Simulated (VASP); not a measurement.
A run of VASP 6.6.1 is set up as follows.

Contents of INCAR:

```
SYSTEM = Al9O
PREC = Accurate ; ENCUT = 520
EDIFF = 1E-7 ; ISMEAR = 0
SIGMA = 0.1 ; LREAL = .FALSE.
LASPH = .TRUE. ; NELM = 80
ALGO = Normal ; ISIF = 2
LWAVE = .FALSE. ; LCHARG = .FALSE.
LDIPOL = .TRUE. ; IDIPOL = 3
DIPOL = 0.5 0.5 0.332 ; GGA = PE
IBRION = 2 ; NSW = 50
EDIFFG = -0.025
```

File KPOINTS:

```
regular mesh
0
G
  9 3 1
  0 0 0
```

POSCAR

```
Al9O
1.0
    2.8543223330      0.0000000000      0.0000000000
   -1.4271611665      9.7033329366      0.0000000000
    0.0000000000      0.0000000000     20.2902708969
Al O
9 1
Selective dynamics
Direct
    0.5324485604      0.0648971207      0.1971388169  F F F
    0.6709687938      0.3419375876      0.2462255645  F F F
    0.2986728405      0.5973456810      0.2560429140  F F F
    0.9263768872      0.8527537744      0.2658602636  F F F
    0.0639738222      0.1277383808      0.3154281718  F F F
    0.1995905480      0.4042696935      0.3707822583  F F F
    0.8288544886      0.6597110299      0.3785032288  F F F
    0.4526361687      0.9111292155      0.3874342692  F F F
    0.5925232094      0.1814597089      0.4332259013  T T T
    1.0925232094      0.1814597089      0.4687108883  F F T
```

Potentials or basis: VASP PAW PBE potentials, release 64 (Al, O).

Command:

```bash
$ cat potpaw_PBE.64/Al/POTCAR potpaw_PBE.64/O/POTCAR > POTCAR
$ mpirun -np 1 vasp_std > vasp.out
```

Predict the energy gained by relaxing.

56.1 meV/atom.

Predict the band gap on the k mesh.

zero (an odd number of electrons rules out a gap without spin polarisation).

Final structure:
```
CELL_PARAMETERS angstrom
2.85432 0.00000 0.00000
-1.42716 9.70333 0.00000
0.00000 0.00000 20.29027
ATOMIC_POSITIONS crystal
Al 0.53245 0.06490 0.19714
Al 0.67097 0.34194 0.24623
Al 0.29867 0.59735 0.25604
Al 0.92638 0.85275 0.26586
Al 0.06397 0.12774 0.31543
Al 0.19959 0.40427 0.37078
Al 0.82885 0.65971 0.37850
Al 0.45264 0.91113 0.38743
Al 0.59688 0.19002 0.44788
O 0.09252 0.18146 0.49351
```

Caveat: an odd number of electrons without spin polarisation forces a metal; a magnetic or distorted state may lie lower.
